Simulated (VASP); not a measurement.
# Rb (Fm-3m) in VASP: notebook, part 3 of 3

VASP 6.6.1. The steps go on from the part before.

### 5 Single point, PBE+D3(BJ)

The input, INCAR:

```
SYSTEM = Rb
PREC     = Accurate       ! precision mode
ENCUT    = 520            ! plane-wave cutoff, eV
EDIFF    = 1E-6           ! SCF threshold, eV
ISMEAR   = 0              ! smearing method
SIGMA    = 0.1            ! smearing width, eV
LREAL    = .False.        ! projectors in reciprocal space
LASPH    = .True.         ! aspherical terms in the spheres
NELM     = 100            ! most SCF steps
ALGO     = Normal         ! electronic algorithm
ISIF     = 2              ! what is computed and relaxed
LWAVE    = .False.        ! write WAVECAR
LCHARG   = .False.        ! write CHGCAR
GGA      = PE             ! functional
IVDW     = 12             ! dispersion correction
NBANDS   = 10             ! bands
```

The input, KPOINTS:

```
Automatic mesh
0
Gamma
  2 2 2
  0 0 0
```

The input, POSCAR:

```
Rb
1.0
    0.0000000000      3.6398846700      3.6398846700
    3.6398846700      0.0000000000      3.6398846700
    3.6398846700      3.6398846700      0.0000000000
Rb
1
Direct
    0.0000000000      0.0000000000      0.0000000000
```

Potentials or basis: VASP PAW PBE potentials, release 64 (Rb_sv).

Launch:

```console
cat potpaw_PBE.64/Rb_sv/POTCAR > POTCAR
mpirun -np 1 vasp_std > vasp.out
```

OUTCAR:

```text
SYSTEM = Rb
   PREC = Accurate
   ENCUT = 520
   EDIFF = 1E-6
   ISMEAR = 0
   LREAL = .False.
   LASPH = .True.
   NELM = 100
   ISIF = 2
   GGA = PE
   IVDW = 12
 IVDW          = 12

 ion  position               nearest neighbor table
   1  0.000  0.000  0.000-

  LATTYP: Found a face centered cubic cell.
 ALAT       =     7.2797693400

  Lattice vectors:

 A1 = (   0.0000000000,   3.6398846700,   3.6398846700)
 A2 = (   3.6398846700,   0.0000000000,   3.6398846700)
 A3 = (   3.6398846700,   3.6398846700,   0.0000000000)

Analysis of symmetry for initial positions (statically):
=====================================================================
 Subroutine PRICEL returns:
 Original cell was already a primitive cell.

 Routine SETGRP: Setting up the symmetry group for a
 face centered cubic supercell.

 Subroutine GETGRP returns: Found 48 space group operations
 (whereof 48 operations were pure point group operations)
 out of a pool of 48 trial point group operations.

The static configuration has the point symmetry O_h .

Analysis of symmetry for dynamics (positions and initial velocities):
=====================================================================
 Subroutine PRICEL returns:
 Original cell was already a primitive cell.

 Routine SETGRP: Setting up the symmetry group for a
 face centered cubic supercell.

 Subroutine GETGRP returns: Found 48 space group operations
 (whereof 48 operations were pure point group operations)
 out of a pool of 48 trial point group operations.

The dynamic configuration has the point symmetry O_h .

 Subroutine INISYM returns: Found 48 space group operations
 (whereof 48 operations are pure point group operations),
 and found     1 'primitive' translations

----------------------------------------------------------------------------------------

                                     Primitive cell

  volume of cell :      96.4479

  direct lattice vectors                    reciprocal lattice vectors
     0.000000000  3.639884670  3.639884670    -0.137366990  0.137366990  0.137366990
     3.639884670  0.000000000  3.639884670     0.137366990 -0.137366990  0.137366990
     3.639884670  3.639884670  0.000000000     0.137366990  0.137366990 -0.137366990

  length of vectors
     5.147574266  5.147574266  5.147574266     0.237926605  0.237926605  0.237926605

  position of ions in fractional coordinates (direct lattice)
     0.000000000  0.000000000  0.000000000

  ion indices of the primitive-cell ions
   primitive index   ion index
                 1           1

----------------------------------------------------------------------------------------

 KPOINTS: Automatic mesh

Automatic generation of k-mesh.
 Grid dimensions read from file:
 generate k-points for:    2    2    2

 Generating k-lattice:

  Cartesian coordinates                     Fractional coordinates (reciprocal lattice)
    -0.068683495  0.068683495  0.068683495     0.500000000  0.000000000  0.000000000
     0.068683495 -0.068683495  0.068683495     0.000000000  0.500000000  0.000000000
     0.068683495  0.068683495 -0.068683495     0.000000000  0.000000000  0.500000000

  Length of vectors
     0.118963303  0.118963303  0.118963303

  Shift w.r.t. Gamma in fractional coordinates (k-lattice)
     0.000000000  0.000000000  0.000000000

 Subroutine IBZKPT returns following result:
 ===========================================

 Found      3 irreducible k-points:

 Following reciprocal coordinates:
            Coordinates               Weight
  0.000000  0.000000  0.000000      1.000000
  0.500000  0.000000  0.000000      4.000000
  0.500000  0.500000  0.000000      3.000000
   k-points           NKPTS =      3   k-points in BZ     NKDIM =      3   number of bands    NBANDS=     10
   number of dos      NEDOS =    301   number of ions     NIONS =      1
   total plane-waves  NPLWV =  64000
   dimension x,y,z NGX =    40 NGY =   40 NGZ =   40
   dimension x,y,z NGXF=    80 NGYF=   80 NGZF=   80
   ions per type =               1
   NGX,Y,Z   is equivalent  to a cutoff of  12.92, 12.92, 12.92 a.u.
   NGXF,Y,Z  is equivalent  to a cutoff of  25.84, 25.84, 25.84 a.u.
 SYSTEM =  Rb
   PREC   = accura    normal or accurate (medium, high low for compatibility)
   ISTART =      0    job   : 0-new  1-cont  2-samecut
   ICHARG =      2    charge: 1-file 2-atom 10-const
   ISPIN  =      1    spin polarized calculation?
   LNONCOLLINEAR =      F non collinear calculations
   LSORBIT =      F    spin-orbit coupling
   LASPH  =      T    aspherical Exc in radial PAW
   ENCUT  =  520.0 eV  38.22 Ry    6.18 a.u.   9.57  9.57  9.57*2*pi/ulx,y,z
   NELM   =    100;   NELMIN=  2; NELMDL= -5     # of ELM steps
   EDIFF  = 0.1E-05   stopping-criterion for ELM
   LREAL  =      F    real-space projection
   EDIFFG = 0.1E-04   stopping-criterion for IOM
   NSW    =      0    number of steps for IOM
   IBRION =     -1    ionic relax: 0-MD 1-quasi-New 2-CG
   NFREE  =      0    steps in history (QN), initial steepest desc. (CG)
   ISIF   =      2    stress and relaxation
   ISYM   =      2    0-nonsym 1-usesym 2-fastsym
   POTIM  = 0.5000    time-step for ionic-motion
   TEBEG  =    0.0;   TEEND  =   0.0 temperature during run
   PSTRESS=    0.0 pullay stress
   NELECT =       9.0000    total number of electrons
   NUPDOWN=      -1.0000    fix difference up-down
   EMIN   =  10.00;   EMAX   =-10.00  energy-range for DOS
   EFERMI =   0.00;   METHOD = LEGACY
   ISMEAR =     0;   SIGMA  =   0.10  broadening in eV -4-tet -1-fermi 0-gaus
   EFERMI_NEDOS =   21; number of points for ismear=-14 and -15
   IALGO  =     38    algorithm
   IMIX   =      4    mixing-type and parameters
     AMIX     =   0.40;   BMIX     =  1.00
     AMIX_MAG =   1.60;   BMIX_MAG =  1.00
  volume/ion in A,a.u.               =      96.45       650.86
  Fermi-wavevector in a.u.,A,eV,Ry     =   0.742548  1.403213  7.501953  0.551378
  Thomas-Fermi vector in A             =   1.837453
   LORBIT       =      0    0 simple, 1 ext, 2 COOP (PROOUT), +10 PAW based schemes
   GGA     = PE    functional components
   LHFCALC =     F    Hartree Fock is set to
   AEXX    =    0.0000 exact exchange contribution
   IVDW    =    12    specifies the selected vdW correction
   LEPSILON=     F    determine dielectric tensor
   LRPA    =     F    only Hartree local field effects (RPA)
 non-spin polarized calculation
 Gauss-broadening in eV      SIGMA  =   0.10
  energy-cutoff  :      520.00
  volume of cell :       96.45
 maximum number of plane-waves:      2637
 NGX is ok and might be reduce to    40
   NGX = 19   NGY = 19   NGZ = 19

 number of electron       9.0000000 magnetization

 Free energy of the ion-electron system (eV)
  ---------------------------------------------------
  ext. energy  EPLUGINS =         0.00000000
  ---------------------------------------------------
  free energy    TOTEN  =        -0.62973587 eV

  energy without entropy =       -0.60726567  energy(sigma->0) =       -0.61850077

 E-fermi :   0.0941     XC(G=0):  -5.2463

 val. band max:        0.0464120762   @ k =   0.5000   0.0000   0.0000
 cond. band min:       0.6375254081   @ k =   0.5000   0.0000   0.0000
 fundamental gap:      0.5911133320
 Fermi energy:         0.0941057038

 k-point     1 :       0.0000    0.0000    0.0000
  band No.  band energies     occupation
      1     -28.9419      2.00000
      2     -12.9915      2.00000
      3     -12.9915      2.00000
      4     -12.9915      2.00000
      5      -1.9397      2.00000
      6       3.4516      0.00000
      7       3.4516      0.00000
      8       3.4516      0.00000
      9       4.7610      0.00000
     10       4.7610      0.00000

 k-point     2 :       0.5000    0.0000    0.0000
  band No.  band energies     occupation
      1     -28.9391      2.00000
      2     -13.0693      2.00000
      3     -13.0025      2.00000
      4     -13.0025      2.00000
      5       0.0464      1.50000
      6       0.6375      0.00000
      7       3.2877      0.00000
      8       3.2877      0.00000
      9       5.2622      0.00000
     10       5.6290      0.00000

 k-point     3 :       0.5000    0.5000    0.0000
  band No.  band energies     occupation
      1     -28.9381      2.00000
      2     -13.0651      2.00000
      3     -13.0202      2.00000
      4     -13.0202      2.00000
      5       0.6984      0.00000
      6       1.2386      0.00000
      7       1.7249      0.00000
      8       4.2480      0.00000
      9       4.2480      0.00000
     10       4.5870      0.00000

------------------------ aborting loop because EDIFF is reached ----------------------------------------

 Edisp (eV)   -0.09570

 E8    (eV) :    -0.0550

  FORCE on cell =-STRESS in cart. coord.  units (eV):
  Direction    XX          YY          ZZ          XY          YZ          ZX
  --------------------------------------------------------------------------------------
  -------------------------------------------------------------------------------------
  Total      -0.18973    -0.18973    -0.18973     0.00000     0.00000     0.00000
  in kB      -3.15174    -3.15174    -3.15174     0.00000     0.00000     0.00000
  external pressure =       -3.15 kB  Pullay stress =        0.00 kB

 VOLUME and BASIS-vectors are now :
 -----------------------------------------------------------------------------
  energy-cutoff  :      520.00
  volume of cell :       96.45
      direct lattice vectors                 reciprocal lattice vectors
     0.000000000  3.639884670  3.639884670    -0.137366990  0.137366990  0.137366990
     3.639884670  0.000000000  3.639884670     0.137366990 -0.137366990  0.137366990
     3.639884670  3.639884670  0.000000000     0.137366990  0.137366990 -0.137366990

 POSITION                                       TOTAL-FORCE (eV/Angst)
 -----------------------------------------------------------------------------------
      0.00000      0.00000      0.00000         0.000000      0.000000      0.000000
 -----------------------------------------------------------------------------------
    total drift:                               -0.000000     -0.000000     -0.000000

  FREE ENERGIE OF THE ION-ELECTRON SYSTEM (eV)
  ---------------------------------------------------
  free  energy   TOTEN  =        -0.7254348720 eV

  energy  without entropy=       -0.7029646750  energy(sigma->0) =       -0.71419977
```

Run time: 10 s. Hardware: 1 thread of Intel Xeon 8259CL, shared host; peak memory 0.22 GiB.

Results:

- Free energy: -0.7254 eV
- Pressure: -0.3 GPa
- Dispersion energy per atom: -0.096 eV

Caveat: the k points lie up to 0.75 Å⁻¹ apart; pairwise dispersion overbinds metals, which lowers pressure and volume.

### 6 Single point, PBE

The input, INCAR:

```
PREC     = Accurate       # precision mode
ENCUT    = 520            # plane-wave cutoff, eV
EDIFF    = 1E-7           # SCF threshold, eV
ISMEAR   = 0              # smearing method
SIGMA    = 0.1            # smearing width, eV
LREAL    = F              # projectors in reciprocal space
LASPH    = T              # aspherical terms in the spheres
NELM     = 60             # most SCF steps
ALGO     = Normal         # electronic algorithm
ISIF     = 2              # what is computed and relaxed
LWAVE    = F              # write WAVECAR
LCHARG   = F              # write CHGCAR
GGA      = PE             # functional
ISYM     = 0            
NBANDS   = 10             # bands
```

The input, KPOINTS:

```
regular mesh
0
Gamma
  1 1 5
```

POSCAR is that of step 5.

Potentials or basis: VASP PAW PBE potentials, release 64 (Rb_sv).

Launch:

```console
cat potpaw_PBE.64/Rb_sv/POTCAR > POTCAR
mpirun -np 1 vasp_std > vasp.out
```

Run time: 9.6 s. Hardware: 1 thread of Intel Xeon 8259CL, shared host; peak memory 0.22 GiB.

The run converged. Its results:

```
Free energy : -1.7977 eV
Pressure    : -0.7 GPa
```

Levels at points of the mesh, in eV from the Fermi level:
```csv
k point,band 3,band 4,band 5,band 6,band 7,band 8
"(0.00, 0.00, 0.00)",-11.51,-11.51,-0.46,4.98,4.98,4.98
```

Caveat: the k points lie up to 1.49 Å⁻¹ apart.

### 7 Overview

```tsv
level	k mesh	smearing	gap on the mesh (eV)	pressure (GPa)
PBE	2 × 2 × 2	methfessel-paxton 0.272114 eV	none	-0.2
PBEsol	2 × 2 × 2	fermi-dirac 0.0861733 eV	none	-0.3
PBE	2 × 2 × 2	gaussian 0.1 eV	none	-0.2
PBE+D3(BJ)	2 × 2 × 2	gaussian 0.1 eV	none	-0.3
PBE	1 × 1 × 5	gaussian 0.1 eV	none	-0.7
```

Alike in all rows: task single point; potentials or basis VASP PAW PBE potentials, release 64 (Rb_sv); no spin polarisation; cell as given; cutoff (eV) 520.

Caveats: all runs use coarse meshes; the PAW data sets were made with another functional, which shifts forces and pressure a little (some runs); pairwise dispersion overbinds metals, which lowers pressure and volume (some runs).

Absolute energies hang on the potentials; compare differences alone.
